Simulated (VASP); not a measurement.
Runs of VASP 6.6.1 on MgS (Niningerite). The structure is that of space group Fm-3m (No. 225), or close to it. The cells are those of the table. 

| task | cell | cutoff (eV) | gap on the mesh (eV) | pressure (GPa) |
| --- | --- | --- | --- | --- |
| relaxation of cell and atoms | relaxed to 8 GPa from a = 3.679 Å, angles 60.0°, 2 atoms | 600 | 3.32 | 8.0 |
| relaxation of cell and atoms | relaxed to 6 GPa from a = 3.679 Å, angles 60.0°, 2 atoms | 600 | 3.28 | 6.0 |
| relaxation of cell and atoms | relaxed from a = 3.679 Å, angles 60.0°, 2 atoms | 600 | (a) | 0.0 |
| relaxation of cell and atoms | relaxed to 4 GPa from a = 3.679 Å, angles 60.0°, 2 atoms | 600 | 3.24 | 4.0 |
| relaxation of cell and atoms | relaxed to 2 GPa from a = 3.679 Å, angles 60.0°, 2 atoms | 600 | 3.19 | 2.0 |
| single point | a = 3.586 Å, angles 60.0°, 2 atoms | 520 | 3.28 | 5.7 |
| single point | a = 3.667 Å, angles 60.0°, 2 atoms | 520 | 3.13 | -0.3 |
| single point | a = 3.564 Å, angles 60.0°, 2 atoms | 520 | 3.32 | 7.7 |
| single point | a = 3.610 Å, angles 60.0°, 2 atoms | 520 | 3.24 | (b) |
| single point | a = 3.637 Å, angles 60.0°, 2 atoms | 520 | 3.19 | 1.7 |

Alike in all rows: level PBEsol; potentials or basis VASP PAW PBE potentials, release 64 (Mg, S); no spin polarisation; k mesh 5 × 5 × 5; smearing gaussian 0.01 eV.

Q: Fill in the values left out.

A: (a) 3.14; (b) 3.7.

Caveats: some runs use coarse meshes; the PAW data sets were made with another functional, which shifts forces and pressure a little; the cell is relaxed towards a set pressure, so the enthalpy falls and the energy may rise (some runs).

A k mesh can miss the band edges.
